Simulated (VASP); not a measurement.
# Te2Mo in VASP: notebook, part 2 of 2

VASP 6.6.1. Earlier steps stand in the parts before.

## 5. Single point, PBEsol

This run uses another cell than the first one.

File INCAR:

```
SYSTEM = Te2Mo
ALGO = Normal ; EDIFF = 1E-6
ENCUT = 520 ; GGA = PS
ISIF = 2 ; ISMEAR = -1
LASPH = .True. ; LCHARG = .False.
LREAL = .False. ; LWAVE = .False.
NBANDS = 35 ; NELM = 80
PREC = Accurate ; SIGMA = 0.05
```

File KPOINTS:

```
k-points
0
Gamma
  4 8 1
  0 0 0
```

File POSCAR:

```
Te2Mo
1.0
    6.3125495131      0.0000000000      0.0042880550
    0.0000000000      3.3862552146      0.0000000000
   -0.0606955733      0.0000000000     36.1676061572
Te Mo
4 2
Direct
    0.4320847287      0.7500000000      0.5407890498
    0.5679152713      0.2500000000      0.4592109502
    0.9220147387      0.2500000000      0.5567240192
    0.0779852613      0.7500000000      0.4432759808
    0.1825095674      0.2500000000      0.4976913673
    0.8174904326      0.7500000000      0.5023086327
```

Potentials or basis: VASP PAW PBE potentials, release 64 (Te, Mo_sv).

Run with:

```console
$ cat potpaw_PBE.64/Te/POTCAR potpaw_PBE.64/Mo_sv/POTCAR > POTCAR
$ mpirun -np 1 vasp_std > vasp.out
```

OUTCAR:

```text
SYSTEM = Te2Mo
   EDIFF = 1E-6
   ENCUT = 520
   GGA = PS
   ISIF = 2
   ISMEAR = -1
   LASPH = .True.
   LREAL = .False.
   NELM = 80
   PREC = Accurate

 ion  position               nearest neighbor table
   1  0.432  0.750  0.541-   5 2.79   5 2.79   6 2.80   2 3.51   2 3.51   3 3.57   3 3.57   3 3.68
                             3 3.68
   2  0.568  0.250  0.459-   6 2.79   6 2.79   5 2.80   1 3.51   1 3.51   4 3.57   4 3.57   4 3.68
                             4 3.68
   3  0.922  0.250  0.557-   6 2.68   6 2.68   5 2.70   1 3.57   1 3.57   1 3.68   1 3.68
   4  0.078  0.750  0.443-   5 2.68   5 2.68   6 2.70   2 3.57   2 3.57   2 3.68   2 3.68
   5  0.183  0.250  0.498-   4 2.68   4 2.68   3 2.70   1 2.79   1 2.79   2 2.80   6 2.86   6 2.86
[... 772 lines left out ...]
  Total        0.1317142      0.0677410      0.1651627      0.0000000      0.0000000      0.0038262
  in kB        0.2729597      0.1403839      0.3422770      0.0000000      0.0000000      0.0079292
  external PRESSURE =       0.2518735 kB  Pullay stress =       0.0000000 kB

 VOLUME and BASIS-vectors are now :
 -----------------------------------------------------------------------------
  energy-cutoff  :      520.00
  volume of cell :      773.12
      direct lattice vectors                 reciprocal lattice vectors
     6.312549513  0.000000000  0.004288055     0.158414418  0.000000000  0.000265847
     0.000000000  3.386255215  0.000000000     0.000000000  0.295311468  0.000000000
    -0.060695573  0.000000000 36.167606157    -0.000018782  0.000000000  0.027649020

 POSITION                                       TOTAL-FORCE (eV/Angst)
 -----------------------------------------------------------------------------------
      2.69473      2.53969     19.56090         0.003133      0.000000      0.022969
      3.55712      0.84656     16.61100        -0.003133      0.000000     -0.022969
      5.78647      0.84656     20.13933        -0.001450      0.000000      0.029021
      0.46538      2.53969     16.03257         0.001450      0.000000     -0.029021
      1.12189      0.84656     18.00109         0.007608     -0.000000     -0.006276
      5.12996      2.53969     18.17081        -0.007608      0.000000      0.006276
 -----------------------------------------------------------------------------------
    total drift:                                0.000000     -0.000000     -0.000000

  FREE ENERGIE OF THE ION-ELECTRON SYSTEM (eV)
  ---------------------------------------------------
  free  energy   TOTEN  =       -39.1432906954 eV

  energy  without entropy=      -39.1311680314  energy(sigma->0) =      -39.13722936
```

OSZICAR:

```text
N       E                     dE             d eps       ncg     rms          rms(c)
DAV:   1     0.438873468089E+03    0.43887E+03   -0.21675E+04  1322   0.106E+03
DAV:   2     0.449394398793E+01   -0.43438E+03   -0.42343E+03  1557   0.238E+02
DAV:   3    -0.389269994964E+02   -0.43421E+02   -0.42771E+02  1353   0.722E+01
DAV:   4    -0.406367371220E+02   -0.17097E+01   -0.16867E+01  1489   0.142E+01
[... 19 lines left out ...]
DAV:  24    -0.391432791793E+02   -0.92986E-05   -0.26559E-07   784   0.253E-03    0.357E-03
DAV:  25    -0.391432868652E+02   -0.76859E-05   -0.30457E-07   808   0.245E-03    0.313E-03
DAV:  26    -0.391432883962E+02   -0.15310E-05   -0.27157E-08   706   0.642E-04    0.257E-03
DAV:  27    -0.391432898011E+02   -0.14049E-05   -0.29832E-08   639   0.629E-04    0.126E-03
DAV:  28    -0.391432906954E+02   -0.89431E-06   -0.13387E-08   680   0.407E-04
   1 F= -.39143291E+02 E0= -.39137229E+02  d E =-.121227E-01
```

stdout:

```text
POSCAR found type information on POSCAR TeMo
 POSCAR found :  2 types and       6 ions
 scaLAPACK will be used
 -----------------------------------------------------------------------------
|                                                                             |
|                                                                             |
|     You enforced a specific xc type in the INCAR file but a different       |
|     I HOPE YOU KNOW WHAT YOU ARE DOING!                                     |
|                                                                             |
 -----------------------------------------------------------------------------

 LDA part: xc-table for (Slater+PW92), standard interpolation
 POSCAR, INCAR and KPOINTS ok, starting setup
 FFT: planning ... GRIDC
 FFT: planning ... GRID_SOFT
 FFT: planning ... GRID
 WAVECAR not read
 entering main loop
```

Wall time 8.6 min (1 thread of AMD EPYC 9R45 (Zen 5), shared host); peak memory 0.88 GiB.

What came out:

```
Free energy            : -39.1433 eV
Largest force          : 0.029 eV/Å
Band gap on the k mesh : zero (bands 26 and 27 overlap by 0.45 eV)
```

Forces on the atoms (eV/Å):
```
Te   0.003  0.000  0.023
Te  -0.003  0.000 -0.023
Te  -0.001  0.000  0.029
Te   0.001  0.000 -0.029
Mo   0.008  0.000 -0.006
Mo  -0.008  0.000  0.006
```

Caveat: the PAW data sets were made with another functional, which shifts forces and pressure a little; spin-orbit coupling is left out, which moves the levels of the heavy elements.

## 6. Overview

| level | potentials or basis | cell | gap on the mesh (eV) | largest force (eV/Å) |
| --- | --- | --- | --- | --- |
| r2SCAN+D4 | VASP PAW PBE potentials, release 64 (Te, Mo_sv) | a = 6.341, b = 3.461, c = 36.177 Å, angles 90.0, 90.1, 90.0°, 6 atoms, atomic positions A | none | 0.02 |
| PBE exchange alone | VASP PAW PBE potentials, release 64 (Te, Mo_sv) | a = 6.696, b = 3.744, c = 36.403 Å, angles 90.0, 90.3, 90.0°, 6 atoms, atomic positions B | 0.08 | 0.03 |
| LDA | VASP PAW LDA potentials, release 64 (Te, Mo_sv) | a = 6.275, b = 3.359, c = 36.127 Å, 6 atoms, atomic positions C | none | 0.05 |
| PBEsol | VASP PAW PBE potentials, release 64 (Te, Mo_sv) | a = 6.313, b = 3.386, c = 36.168 Å, angles 90.0, 90.1, 90.0°, 6 atoms, atomic positions C | none | 0.03 |

Alike in all rows: task single point; no spin polarisation; k mesh 4 × 8 × 1; cutoff (eV) 520; smearing fermi-dirac 0.05 eV.

Caveats: spin-orbit coupling is left out, which moves the levels of the heavy elements; the PAW data sets were made with another functional, which shifts forces and pressure a little (at least some runs).

Total energies depend on the potentials used, so only differences within one code and one set of settings carry meaning.
